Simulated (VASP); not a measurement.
Here is a VASP 6.6.1 calculation.

Contents of INCAR:

```
SYSTEM = SnSe
PREC = Accurate ; ENCUT = 520
EDIFF = 1E-8 ; ISMEAR = -1
SIGMA = 0.02 ; LREAL = .False.
LASPH = .True. ; NELM = 100
ALGO = Normal ; ISIF = 2
LWAVE = .False. ; LCHARG = .False.
GGA = PE ; LEFG = .True.
NBANDS = 17
```

Contents of KPOINTS:

```
regular mesh
0
Gamma
  9 9 9
  0 0 0
```

File POSCAR:

```
SnSe
1.0
    0.0000000000      2.9897980490      2.9897980490
    2.9897980490      0.0000000000      2.9897980490
    2.9897980490      2.9897980490      0.0000000000
Sn Se
1 1
Direct
    0.0000000000      0.0000000000      0.0000000000
    0.5000000000      0.5000000000      0.5000000000
```

Potentials or basis: VASP PAW PBE potentials, release 64 (Sn_d, Se).

Launch:

```console
$ cat potpaw_PBE.64/Sn_d/POTCAR potpaw_PBE.64/Se/POTCAR > POTCAR
$ mpirun -np 1 vasp_std > vasp.out
```

Estimate the pressure.

2.2 GPa.

Caveat: without QUAD_EFG the Cq values of the log hold for a quadrupole moment of 1 mb, not for the nuclei.
